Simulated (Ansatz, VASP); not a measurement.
## Two plane-wave programs on Lu3F2

```
Lu F
1.0
     4.84539    0.00000    0.00000
     0.00000    4.84539    0.00000
     0.00000    0.00000    4.84539
Lu F
3 2
Direct
  0.50000 0.00000 0.00000
  0.00000 0.50000 0.00000
  0.00000 0.00000 0.50000
  0.00000 0.00000 0.00000
  0.50000 0.50000 0.50000
```

Alike in both runs: functional PBE; k mesh 4 × 4 × 4; occupations gaussian, width 0.1 eV; no spin polarisation.

Ansatz relaxed the structure, and its values are those at the end. VASP's run is a single point on that final structure, the one shown.

|  | VASP | Ansatz |
| --- | --- | --- |
| version | VASP 6.6.1 | Ansatz 0.2.0 |
| potentials or method | VASP PAW PBE potentials, release 64 (Lu, F), cutoff 520 eV | scalar-relativistic, plane waves, PAW |
| valence electrons in the cell | 89 | 89 |

|  | VASP | Ansatz | Ansatz less VASP |
| --- | --- | --- | --- |
| gap on the k mesh at the Fermi level (eV) | none | none | - |
| pressure (GPa) | 0.2 | 0.1 | -0.08 |

A gap of «none» marks a metal or a gap that the smearing closes.

Spin-orbit coupling is off throughout.
